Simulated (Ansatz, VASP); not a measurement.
**Hf3SiO8: VASP beside Ansatz**

File INCAR:

```
ALGO = Normal
EDIFF = 1E-7
EDIFFG = -0.04
ENCUT = 600
GGA = PE
IBRION = 2
ISIF = 3
ISMEAR = 0
LASPH = True
LCHARG = False
LREAL = False
LWAVE = False
NELM = 60
NSW = 90
PREC = Accurate
SIGMA = 0.1
```

KPOINTS

```
k-points
0
Gamma
  4 4 4
```

File POSCAR:

```
Hf3SiO8
1.0
    3.3889373900     -3.3889373900      0.0000000000
    3.3889373900      3.3889373900      0.0000000000
    0.0000000000      0.0000000000      6.3830600600
Hf Si O
3 1 8
Direct
    0.0000000000      0.0000000000      0.7500000000
    0.0000000000      0.0000000000      0.2500000000
    0.5000000000      0.5000000000      0.5000000000
    0.5000000000      0.5000000000      0.0000000000
    0.1949551200      0.1949551200      0.0000000000
    0.1949551200      0.1949551200      0.5000000000
    0.6949551200      0.3050448800      0.7500000000
    0.6949551200      0.3050448800      0.2500000000
    0.3050448800      0.6949551200      0.7500000000
    0.3050448800      0.6949551200      0.2500000000
    0.8050448800      0.8050448800      0.0000000000
    0.8050448800      0.8050448800      0.5000000000
```

Input for Ansatz:

```yaml
crystal:
  lattice:
    - [3.38893739, -3.38893739, 0.0]
    - [3.38893739, 3.38893739, 0.0]
    - [0.0, 0.0, 6.38306006]
  atoms:
    - { symbol: Hf, position: [0.0, 0.0, 0.75] }
    - { symbol: Hf, position: [0.0, 0.0, 0.25] }
    - { symbol: Hf, position: [0.5, 0.5, 0.5] }
    - { symbol: Si, position: [0.5, 0.5, 0.0] }
    - { symbol: O, position: [0.19495512, 0.19495512, 0.0] }
    - { symbol: O, position: [0.19495512, 0.19495512, 0.5] }
    - { symbol: O, position: [0.69495512, 0.30504488, 0.75] }
    - { symbol: O, position: [0.69495512, 0.30504488, 0.25] }
    - { symbol: O, position: [0.30504488, 0.69495512, 0.75] }
    - { symbol: O, position: [0.30504488, 0.69495512, 0.25] }
    - { symbol: O, position: [0.80504488, 0.80504488, 0.0] }
    - { symbol: O, position: [0.80504488, 0.80504488, 0.5] }
basis:
  ecutwfc: 420
kpoints:
  mp_grid: { grid: [4, 4, 4] }
hamiltonian:
  xc: pbe
scf:
  occupations: { method: gaussian, width: 0.1 }
  lower_state_search: "off"
output:
  forces: true
  stress: true
  eigenvalues: true
relax:
  adjacent_minimum: "off"
  f_tol: 0.04
  max_steps: 70
  cell: { stress_tol: 0.4 }
```

Alike in both runs: task relaxation of cell and atoms; functional PBE; k mesh 4 × 4 × 4; occupations gaussian, width 0.1 eV; no spin polarisation.

|  | VASP | Ansatz |
| --- | --- | --- |
| version | VASP 6.6.1 | Ansatz 0.2.0 |
| potentials or method | VASP PAW PBE potentials, release 64 (Hf_pv, Si, O), cutoff 600 eV | scalar-relativistic, plane waves, PAW |
| valence electrons in the cell | 82 | 130 |

Ansatz gave:

```
gap on the k mesh at the Fermi level, each at its own relaxed structure (eV) : 2.74
relaxed volume (Å³/atom)                                                     : 11.56
relaxed cell length with the largest relative difference (Å)                 : 4.715
```

Question: What did VASP give for the same quantities?

Answer: gap on the k mesh at the Fermi level, each at its own relaxed structure (eV): 2.75; relaxed volume (Å³/atom): 11.43; relaxed cell length with the largest relative difference (Å): 4.698.

VASP's potentials hold 82 valence electrons a cell and Ansatz's 130, so a difference there can come from the potentials and not from the codes.

Spin-orbit coupling is off throughout.
